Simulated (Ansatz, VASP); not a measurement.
**One calculation of AlN, two programs**

```xyz
2
Lattice="0.0000 2.1602 2.2101 2.1602 0.0000 2.2101 2.1602 2.1602 0.0000" Properties=species:S:1:pos:R:3 pbc="T T T"
Al    0.0000    0.0000    0.0000
N     1.0801    1.0801    1.1051
```

Change from the starting cell: epitaxial_xy strain -1.1%.

Alike in both runs: task single point; functional HSE06; k mesh 8 × 8 × 8; no spin polarisation.

```csv
,VASP,Ansatz
version,VASP 6.6.1,Ansatz 0.2.0
potentials or method,"VASP PAW PBE potentials, release 64 (Al, N)","plane waves, PAW"
plane-wave cutoff (eV),520,420
occupations,"gaussian, width 0.01 eV",fixed
valence electrons in the cell,8,8
```

```tsv
	VASP	Ansatz	Ansatz less VASP
gap on the k mesh at the Fermi level (eV)	4.49	4.49	+0.001
pressure (GPa)	1.6	1.7	+0.14
traceless stress, the component that is largest in VASP (GPa)	-2.34	-2.33	+0.012
```

Ansatz's warnings: stress exchange threshold loose, stress scf threshold loose.
